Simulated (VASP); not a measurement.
The system is SnTe.

```
Sn Te
1.0
     0.00000    3.18933    3.18933
     3.18933    0.00000    3.18933
     3.18933    3.18933    0.00000
Sn Te
1 1
Direct
  0.00000 0.00000 0.00000
  0.50000 0.50000 0.50000
```

Base run:

| Property | Result |
| --- | --- |
| Program | VASP 6.6.1 |
| Functional | r2SCAN |
| Potentials or basis | VASP PAW PBE potentials, release 64 (Sn_d, Te) |
| Cutoff | 520 eV |
| k mesh | 8 × 8 × 8 |
| Occupations | fermi-dirac, width 0.02 eV |
| Spin | no spin polarisation |

Its results: band gap on the k mesh 0.14 eV; pressure -0.1 GPa.

Task: The run is repeated on the same cell with these changes: functional from r2SCAN to LDA; potentials or basis from VASP PAW PBE potentials, release 64 (Sn_d, Te) to VASP PAW LDA potentials, release 64 (Sn_d, Te). What comes out?

Result: Band gap on the k mesh 0.02 eV; pressure -2.9 GPa.

Caveats: semilocal functionals underestimate gaps, and a narrow one can read as zero; spin-orbit coupling is left out, which moves the levels of the heavy elements; the PAW data sets were made with another functional, which shifts forces and pressure a little (at least some runs).

A k mesh can miss the band edges.
